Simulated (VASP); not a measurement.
Here is a VASP 6.6.1 calculation.

File INCAR:

```
SYSTEM = CaMg
PREC     = Accurate       ! precision mode
ENCUT    = 520            ! plane-wave cutoff, eV
EDIFF    = 1E-6           ! SCF threshold, eV
ISMEAR   = -1             ! smearing method
SIGMA    = 0.02           ! smearing width, eV
LREAL    = .False.        ! projectors in reciprocal space
LASPH    = .True.         ! aspherical terms in the spheres
NELM     = 80             ! most SCF steps
ALGO     = Normal         ! electronic algorithm
ISIF     = 2              ! what is computed and relaxed
LWAVE    = .False.        ! write WAVECAR
LCHARG   = .False.        ! write CHGCAR
GGA      = CA             ! functional
NBANDS   = 13             ! bands
```

The input KPOINTS:

```
regular mesh
0
Gamma
  7 7 7
  0 0 0
```

File POSCAR:

```
CaMg
1.0
    5.8249759870     -0.0205556414     -0.0126688033
    4.7431608174      3.3813005254     -0.0126688033
    4.7431608174      1.5083598695      3.0262525086
Ca Mg
1 1
Direct
    0.0000000000      0.0000000000      0.0000000000
    0.5000000000      0.5000000000      0.5000000000
```

Potentials or basis: VASP PAW LDA potentials, release 64 (Ca_sv, Mg).

The run is started by

```sh
$ cat potpaw_LDA.64/Ca_sv/POTCAR potpaw_LDA.64/Mg/POTCAR > POTCAR
$ mpirun -np 1 vasp_std > vasp.out
```

Task: What does it give for the band gap on the k mesh?

Result: Zero (bands 6 and 7 overlap by 0.58 eV).

Task: What does it give for the pressure?

Result: -0.2 GPa.
